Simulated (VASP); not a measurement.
Wanted: the native input for a VASP 6.6.1 run.

* Task: single point
* Functional: PBEsol
* Potentials or basis: VASP PAW PBE potentials, release 64 (Te, Sn_d)
* Cutoff: 520 eV
* k mesh: 6 × 6 × 6
* Occupations: fermi-dirac, width 0.05 eV
* Spin: no spin polarisation
* Dipole correction: no
* Further INCAR settings: ALGO = Normal; EDIFF = 1e-06; NBANDS = 24

The structure of SnTe3 lies in POSCAR:

```
SnTe3
1.0
    0.0000000000      3.9369484026      3.9369484026
    3.9369484026      0.0000000000      3.9369484026
    3.9369484026      3.9369484026      0.0000000000
Te Sn
3 1
Direct
    0.5000000000      0.5000000000      0.5000000000
    0.7500000000      0.7500000000      0.7500000000
    0.2500000000      0.2500000000      0.2500000000
    0.0000000000      0.0000000000      0.0000000000
```

This cell differs from its parent crystal: volume scaled by 1.06.

These files were run (other wordings do the same):

INCAR

```
SYSTEM = SnTe3
  PREC = Accurate
  ENCUT = 520
  EDIFF = 1E-6
  ISMEAR = -1
  SIGMA = 0.05
  LREAL = .FALSE.
  LASPH = .TRUE.
  NELM = 60
  ALGO = Normal
  ISIF = 2
  LWAVE = .FALSE.
  LCHARG = .TRUE.
  GGA = PS
  LELF = .TRUE.
  LVHAR = .TRUE.
  NBANDS = 24
```

KPOINTS

```
Automatic mesh
0
G
  6 6 6
  0 0 0
```

Potentials or basis: VASP PAW PBE potentials, release 64 (Te, Sn_d).

Launch:

```bash
$ cat potpaw_PBE.64/Te/POTCAR potpaw_PBE.64/Sn_d/POTCAR > POTCAR
$ mpirun -np 1 vasp_std > vasp.out
```

It gave:

```yaml
Pressure: -5.1 GPa
Band_gap_on_the_k_mesh: zero (band 16 reaches 7.20 eV, above the bottom of band 17 at 5.15 eV)
```

Caveat: the PAW data sets were made with another functional, which shifts forces and pressure a little; spin-orbit coupling is left out, which moves the levels of the heavy elements.

Wall time 25 s on 1 thread of Intel(R) Xeon(R) 6975P-C (Granite Rapids), with other jobs on the host, peak memory 0.26 GiB.
